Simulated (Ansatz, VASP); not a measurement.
# BaTiO3: VASP beside Ansatz

```
CELL_PARAMETERS angstrom
3.99410 0.00000 0.00000
0.00000 3.99410 0.00000
0.00000 0.00000 3.99410
ATOMIC_POSITIONS crystal
Ba 0.50000 0.50000 0.50000
Ti 0.00000 0.00000 0.00000
O 0.50000 0.00000 0.00000
O 0.00000 0.50000 0.00000
O 0.00000 0.00000 0.50000
```

Alike in both runs: task single point; functional PBE; k mesh 6 × 6 × 6; no spin polarisation.

|  | VASP | Ansatz |
| --- | --- | --- |
| version | VASP 6.6.1 | Ansatz 0.2.0 |
| potentials or method | VASP PAW PBE potentials, release 64 (Ba_sv, Ti_sv, O_h) | plane waves, PAW |
| plane-wave cutoff (eV) | 910 | 420 |
| occupations | gaussian, width 0.01 eV | fixed |
| valence electrons in the cell | 40 | 40 |

|  | VASP | Ansatz | Ansatz less VASP |
| --- | --- | --- | --- |
| gap on the k mesh at the Fermi level (eV) | 1.76 | 1.82 | +0.062 |

Neither program's run includes spin-orbit coupling. Noted on VASP's run: the cutoff is short for stress, so the pressure is rough.
